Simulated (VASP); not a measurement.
# Te (P3_121) in VASP: a series of runs

Te is run at these levels: PBEsol; tasks: single point.

All numbers are computed with VASP 6.6.1; they aren't measurements. Logs are shortened: lines on timing, memory, paths and dates and some standing lists are left out, and cuts for length are marked.

## (1) The cell of the first run

Symmetry: P3_121, No. 152, trigonal system. Conventional cell: a = 4.336 Å, b = 4.336 Å, c = 5.932 Å, α = 90.00°, β = 90.00°, γ = 120.00°. Te (site symmetry 2) has 6 Te at 2.90 to 3.36 Å within 3.8 Å.

## (2) Single point, PBEsol

Input file INCAR:

```
ALGO = Normal ; EDIFF = 1E-6
ENCUT = 520 ; GGA = PS
ISIF = 2 ; ISMEAR = -1
LASPH = T ; LCHARG = F
LREAL = F ; LWAVE = F
NBANDS = 16 ; NELM = 100
PREC = Accurate ; SIGMA = 0.05
```

Input file KPOINTS:

```
k-points
0
Gamma
  8 8 5
```

Input file POSCAR:

```
Te
1.0
    4.3358101253      0.0000000000      0.0000000000
   -2.1679050627      3.7549217145      0.0000000000
    0.0000000000      0.0000000000      5.9320023022
Te
3
Direct
    0.2833121363      0.0000000000      0.3333333333
    0.0000000000      0.2833121363      0.6666666667
    0.7166878637      0.7166878637      1.0000000000
```

Potentials or basis: VASP PAW PBE potentials, release 64 (Te).

On the command line:

```sh
$ cat potpaw_PBE.64/Te/POTCAR > POTCAR
$ mpirun -np 1 vasp_std > vasp.out
```

OUTCAR:

```text
EDIFF = 1E-6
   ENCUT = 520
   GGA = PS
   ISIF = 2
   ISMEAR = -1
   LASPH = T
   LREAL = F
   NELM = 100
   PREC = Accurate

 ion  position               nearest neighbor table
   1  0.283  0.000  0.333-   3 2.90   2 2.90   3 3.36   3 3.36   2 3.36   2 3.36
   2  0.000  0.283  0.667-   3 2.90   1 2.90   3 3.36   3 3.36   1 3.36   1 3.36
   3  0.717  0.717  0.000-   1 2.90   2 2.90   2 3.36   1 3.36   1 3.36   2 3.36

  LATTYP: Found a hexagonal cell.
 ALAT       =     4.3358101253
 C/A-ratio  =     1.3681416231

  Lattice vectors:

 A1 = (   4.3358101253,   0.0000000000,   0.0000000000)
 A2 = (  -2.1679050627,   3.7549217145,   0.0000000000)
 A3 = (   0.0000000000,   0.0000000000,   5.9320023022)

Analysis of symmetry for initial positions (statically):
=====================================================================
 Subroutine PRICEL returns:
 Original cell was already a primitive cell.

 Routine SETGRP: Setting up the symmetry group for a
 hexagonal supercell.

 Subroutine GETGRP returns: Found  6 space group operations
 (whereof  2 operations were pure point group operations)
 out of a pool of 24 trial point group operations.

The static configuration has the point symmetry C_2 .
 The point group associated with its full space group is D_3 .

Analysis of symmetry for dynamics (positions and initial velocities):
=====================================================================
 Subroutine PRICEL returns:
 Original cell was already a primitive cell.

 Routine SETGRP: Setting up the symmetry group for a
 hexagonal supercell.

 Subroutine GETGRP returns: Found  6 space group operations
 (whereof  2 operations were pure point group operations)
 out of a pool of 24 trial point group operations.

The dynamic configuration has the point symmetry C_2 .
 The point group associated with its full space group is D_3 .

 Subroutine INISYM returns: Found  6 space group operations
 (whereof  2 operations are pure point group operations),
 and found     1 'primitive' translations

----------------------------------------------------------------------------------------

                                     Primitive cell

  volume of cell :      96.5767

  direct lattice vectors                    reciprocal lattice vectors
     4.335810125  0.000000000  0.000000000     0.230637406  0.133158568  0.000000000
    -2.167905063  3.754921715  0.000000000     0.000000000  0.266317137  0.000000000
     0.000000000  0.000000000  5.932002302     0.000000000  0.000000000  0.168577143

  length of vectors
     4.335810125  4.335810125  5.932002302     0.266317137  0.266317137  0.168577143

  position of ions in fractional coordinates (direct lattice)
     0.283312136  0.000000000  0.333333333
     0.000000000  0.283312136  0.666666667
     0.716687864  0.716687864  0.000000000

  ion indices of the primitive-cell ions
   primitive index   ion index
                 1           1
                 2           2
                 3           3

----------------------------------------------------------------------------------------

 KPOINTS: k-points

Automatic generation of k-mesh.
 Grid dimensions read from file:
 generate k-points for:    8    8    5

 Generating k-lattice:

  Cartesian coordinates                     Fractional coordinates (reciprocal lattice)
     0.028829676  0.016644821  0.000000000     0.125000000  0.000000000  0.000000000
     0.000000000  0.033289642  0.000000000     0.000000000  0.125000000  0.000000000
     0.000000000  0.000000000  0.033715429     0.000000000  0.000000000  0.200000000

  Length of vectors
     0.033289642  0.033289642  0.033715429

  Shift w.r.t. Gamma in fractional coordinates (k-lattice)
     0.000000000  0.000000000  0.000000000

 Subroutine IBZKPT returns following result:
 ===========================================

 Found     40 irreducible k-points:

 Following reciprocal coordinates:
            Coordinates               Weight
  0.000000  0.000000  0.000000      1.000000
  0.125000  0.000000  0.000000      6.000000
  0.250000  0.000000  0.000000      6.000000
  0.375000  0.000000  0.000000      6.000000
  0.500000  0.000000  0.000000      3.000000
  0.125000  0.125000  0.000000      6.000000
[... 16 lines left out ...]
 -0.125000  0.500000  0.200000     12.000000
  0.250000  0.250000  0.200000     12.000000
 [... further k-points ...]
   k-points           NKPTS =     40   k-points in BZ     NKDIM =     40   number of bands    NBANDS=     16
   number of dos      NEDOS =    301   number of ions     NIONS =      3
   total plane-waves  NPLWV =  49152
   dimension x,y,z NGX =    32 NGY =   32 NGZ =   48
   dimension x,y,z NGXF=    64 NGYF=   64 NGZF=   96
   ions per type =               3
   NGX,Y,Z   is equivalent  to a cutoff of  12.27, 12.27, 13.45 a.u.
   NGXF,Y,Z  is equivalent  to a cutoff of  24.54, 24.54, 26.90 a.u.
 SYSTEM =  unknown system
   PREC   = accura    normal or accurate (medium, high low for compatibility)
   ISTART =      0    job   : 0-new  1-cont  2-samecut
   ICHARG =      2    charge: 1-file 2-atom 10-const
   ISPIN  =      1    spin polarized calculation?
   LNONCOLLINEAR =      F non collinear calculations
   LSORBIT =      F    spin-orbit coupling
   LASPH  =      T    aspherical Exc in radial PAW
   ENCUT  =  520.0 eV  38.22 Ry    6.18 a.u.   8.06  8.06 11.03*2*pi/ulx,y,z
   NELM   =    100;   NELMIN=  2; NELMDL= -5     # of ELM steps
   EDIFF  = 0.1E-05   stopping-criterion for ELM
   LREAL  =      F    real-space projection
   EDIFFG = 0.1E-04   stopping-criterion for IOM
   NSW    =      0    number of steps for IOM
   IBRION =     -1    ionic relax: 0-MD 1-quasi-New 2-CG
   NFREE  =      0    steps in history (QN), initial steepest desc. (CG)
   ISIF   =      2    stress and relaxation
   ISYM   =      2    0-nonsym 1-usesym 2-fastsym
   POTIM  = 0.5000    time-step for ionic-motion
   TEBEG  =    0.0;   TEEND  =   0.0 temperature during run
   PSTRESS=    0.0 pullay stress
   NELECT =      18.0000    total number of electrons
   NUPDOWN=      -1.0000    fix difference up-down
   EMIN   =  10.00;   EMAX   =-10.00  energy-range for DOS
   EFERMI =   0.00;   METHOD = LEGACY
   ISMEAR =    -1;   SIGMA  =   0.05  broadening in eV -4-tet -1-fermi 0-gaus
   EFERMI_NEDOS =   21; number of points for ismear=-14 and -15
   IALGO  =     38    algorithm
   IMIX   =      4    mixing-type and parameters
     AMIX     =   0.40;   BMIX     =  1.00
     AMIX_MAG =   1.60;   BMIX_MAG =  1.00
  volume/ion in A,a.u.               =      32.19       217.24
  Fermi-wavevector in a.u.,A,eV,Ry     =   0.935136  1.767151 11.898018  0.874480
  Thomas-Fermi vector in A             =   2.062013
   LORBIT       =      0    0 simple, 1 ext, 2 COOP (PROOUT), +10 PAW based schemes
   GGA     = PS    functional components
   LHFCALC =     F    Hartree Fock is set to
   AEXX    =    0.0000 exact exchange contribution
   IVDW    =     0    specifies the selected vdW correction
   LEPSILON=     F    determine dielectric tensor
   LRPA    =     F    only Hartree local field effects (RPA)
 non-spin polarized calculation
  energy-cutoff  :      520.00
  volume of cell :       96.58
 maximum number of plane-waves:      2620
   NGX = 17   NGY = 17   NGZ = 23

 number of electron      17.9999997 magnetization

 Free energy of the ion-electron system (eV)
  ---------------------------------------------------
  ext. energy  EPLUGINS =         0.00000000
  ---------------------------------------------------
  free energy    TOTEN  =       -10.58092292 eV

  energy without entropy =      -10.58062264  energy(sigma->0) =      -10.58077278

 E-fermi :   6.5646     XC(G=0):  -9.4788

 val. band max:        6.2990132062   @ k =   0.3750   0.2500   0.4000
 cond. band min:       6.7690376211   @ k =   0.0000   0.0000   0.4000
 fundamental gap:      0.4700244149
 Fermi energy:         6.5646273142

 k-point     1 :       0.0000    0.0000    0.0000
  band No.  band energies     occupation
      1      -7.3945      2.00000
      2      -3.9956      2.00000
      3      -3.9956      2.00000
      4       3.5171      2.00000
      5       3.8798      2.00000
      6       3.8798      2.00000
[... 8 lines left out ...]
     15      12.5975      0.00000
     16      12.5976      0.00000

 k-point     2 :       0.1250    0.0000    0.0000
  band No.  band energies     occupation
      1      -7.2710      2.00000
      2      -4.0140      2.00000
      3      -3.9564      2.00000
      4       2.5888      2.00000
      5       3.2213      2.00000
      6       3.4871      2.00000
[... 8 lines left out ...]
     15      12.4804      0.00000
     16      12.8391      0.00000

 k-point     3 :       0.2500    0.0000    0.0000
  band No.  band energies     occupation
      1      -6.9162      2.00000
      2      -4.1616      2.00000
      3      -3.8493      2.00000
      4       1.6292      2.00000
      5       2.4452      2.00000
      6       2.9616      2.00000
[... 8 lines left out ...]
     15      12.8723      0.00000
     16      13.7487      0.00000

 k-point     4 :       0.3750    0.0000    0.0000
  band No.  band energies     occupation
      1      -6.4006      2.00000
      2      -4.5554      2.00000
      3      -3.7253      2.00000
      4       1.3534      2.00000
      5       1.9210      2.00000
      6       2.5961      2.00000
[... 8 lines left out ...]
     15      14.0336      0.00000
     16      14.8328      0.00000
[... 324 lines left out ...]
 k-point    22 :       0.3750    0.1250    0.2000
  band No.  band energies     occupation
      1      -6.0115      2.00000
      2      -4.7508      2.00000
      3      -3.9408      2.00000
      4       1.4141      2.00000
      5       1.6353      2.00000
      6       2.8321      2.00000
[... 8 lines left out ...]
     15      13.7036      0.00000
     16      14.4408      0.00000

 k-point    23 :      -0.1250    0.5000    0.2000
  band No.  band energies     occupation
      1      -5.9698      2.00000
      2      -4.9529      2.00000
      3      -3.7037      2.00000
      4       0.9396      2.00000
      5       1.7089      2.00000
      6       2.7381      2.00000
[... 8 lines left out ...]
     15      13.8893      0.00000
     16      15.2966      0.00000

 k-point    24 :       0.2500    0.2500    0.2000
  band No.  band energies     occupation
      1      -6.0241      2.00000
      2      -4.7647      2.00000
      3      -3.8778      2.00000
      4       1.1117      2.00000
      5       1.9483      2.00000
      6       2.6787      2.00000
[... 8 lines left out ...]
     15      14.0342      0.00000
     16      14.3904      0.00000

 [... further k-points ...]
[... 5 lines left out ...]
  --------------------------------------------------------------------------------------
  -------------------------------------------------------------------------------------
  Total       -0.0565097     -0.0565097      0.1059357      0.0000000      0.0000000      0.0000000
  in kB       -0.9374781     -0.9374781      1.7574403      0.0000000      0.0000000      0.0000000
  external PRESSURE =      -0.0391720 kB  Pullay stress =       0.0000000 kB

 VOLUME and BASIS-vectors are now :
 -----------------------------------------------------------------------------
  energy-cutoff  :      520.00
  volume of cell :       96.58
      direct lattice vectors                 reciprocal lattice vectors
     4.335810125  0.000000000  0.000000000     0.230637406  0.133158568  0.000000000
    -2.167905063  3.754921715  0.000000000     0.000000000  0.266317137  0.000000000
     0.000000000  0.000000000  5.932002302     0.000000000  0.000000000  0.168577143

 POSITION                                       TOTAL-FORCE (eV/Angst)
 -----------------------------------------------------------------------------------
      1.22839      0.00000      1.97733         0.015150      0.000000      0.000000
     -0.61419      1.06381      3.95467        -0.007575      0.013120     -0.000000
      1.55371      2.69111      0.00000        -0.007575     -0.013120     -0.000000
 -----------------------------------------------------------------------------------
    total drift:                                0.000000      0.000000      0.000000

  FREE ENERGIE OF THE ION-ELECTRON SYSTEM (eV)
  ---------------------------------------------------
  free  energy   TOTEN  =       -10.5809229192 eV

  energy  without entropy=      -10.5806226394  energy(sigma->0) =      -10.58077278
```

It took 44 s on 1 thread of Intel Xeon Platinum 8259CL at 2.50GHz (Skylake/Cascade Lake), shared host; peak memory 0.22 GiB.

What came out:

| Quantity | Value |
| --- | --- |
| Free energy | -10.5809 eV |
| Pressure | 0.0 GPa |
| Largest force | 0.015 eV/Å |
| Band gap on the k mesh | 0.47 eV, indirect (least direct gap 0.63 eV) |

Forces in eV/Å, atoms in the order of the input:
```
Te   0.015  0.000  0.000
Te  -0.008  0.013  0.000
Te  -0.008 -0.013  0.000
```

Caveat: the PAW data sets were made with another functional, which shifts forces and pressure a little; spin-orbit coupling is left out, which moves the levels of the heavy elements. A hybrid or GW would open this gap; PBEsol tends to underestimate it.

## (3) Single point, PBEsol (volume scaled by 1.04)

Input file INCAR:

```
SYSTEM = Te
ALGO = Normal
EDIFF = 1E-7
ENCUT = 520
GGA = PS
ISIF = 2
ISMEAR = -1
LASPH = .TRUE.
LCHARG = .FALSE.
LREAL = .FALSE.
LWAVE = .FALSE.
NBANDS = 16
NELM = 60
PREC = Accurate
SIGMA = 0.05
```

Input file KPOINTS:

```
k-points
0
G
  8 8 5
  0 0 0
```

Input file POSCAR:

```
Te
1.0
    4.3928668017      0.0000000000      0.0000000000
   -2.1964334008      3.8043342457      0.0000000000
    0.0000000000      0.0000000000      6.0100639159
Te
3
Direct
    0.2833121363      0.0000000000      0.3333333333
    0.0000000000      0.2833121363      0.6666666667
    0.7166878637      0.7166878637      1.0000000000
```

Potentials or basis: VASP PAW PBE potentials, release 64 (Te).

On the command line:

```sh
$ cat potpaw_PBE.64/Te/POTCAR > POTCAR
$ mpirun -np 1 vasp_std > vasp.out
```

It took 57 s on 1 thread of Intel Xeon Platinum 8259CL at 2.50GHz (Skylake/Cascade Lake), shared host; peak memory 0.25 GiB.

It converged, with:

```
Free energy            : -10.5562 eV
Pressure               : -2.0 GPa
Largest force          : 0.132 eV/Å
Band gap on the k mesh : 0.48 eV, indirect (least direct gap 0.60 eV)
```

Forces on the atoms (eV/Å):
```
Te  -0.132  0.000  0.000
Te   0.066 -0.114  0.000
Te   0.066  0.114  0.000
```

Stress tensor (GPa, compression positive):
```
-1.80  0.00  0.00
 0.00 -1.80  0.00
 0.00  0.00 -2.32
```

Levels at points of the mesh, in eV from the valence-band top:
```
           k point  band 5  band 6  band 7  band 8  band 9  band 10  band 11  band 12  band 13  band 14
(0.00, 0.00, 0.00)   -2.36   -2.36   -1.50   -1.50   -0.84     1.17     1.17     1.81     5.11     5.11
(0.50, 0.00, 0.00)   -4.21   -3.56   -3.48   -0.59   -0.48     0.79     0.79     2.81     3.80     7.78
```

Caveat: the PAW data sets were made with another functional, which shifts forces and pressure a little; spin-orbit coupling is left out, which moves the levels of the heavy elements.
